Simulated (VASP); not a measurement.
A run of VASP 6.6.1:

The input INCAR:

```
SYSTEM = Si
ALGO = Normal
EDIFF = 1E-6
ENCUT = 520
GGA = CA
ISIF = 2
ISMEAR = 0
LASPH = .True.
LCHARG = .False.
LREAL = .False.
LWAVE = .False.
NBANDS = 11
NELM = 80
PREC = Accurate
SIGMA = 0.05
```

KPOINTS

```
k-points
0
Gamma
  12 12 12
  0 0 0
```

File POSCAR:

```
Si
1.0
    0.0000000000      2.8223348932      2.6062709780
    2.6737909515      0.0000000000      2.6062709780
    2.6737909515      2.8223348932      0.0000000000
Si
2
Direct
    0.5000000000      0.5000000000      0.5000000000
    0.7500000000      0.7500000000      0.7500000000
```

Potentials or basis: VASP PAW LDA potentials, release 64 (Si).

Command:

```console
$ cat potpaw_LDA.64/Si/POTCAR > POTCAR
$ mpirun -np 1 vasp_std > vasp.out
```

Hardware: 1 thread of Intel(R) Xeon(R) Platinum 8259CL CPU @ 2.50GHz (Skylake/Cascade Lake), on a shared host.

Question: Estimate the wall time of this run.

Answer: Wall time 100 s on 1 thread of Intel(R) Xeon(R) Platinum 8259CL CPU @ 2.50GHz (Skylake/Cascade Lake), on a shared host, peak memory 0.2 GiB. Counts: scf iterations 11, k points 280.
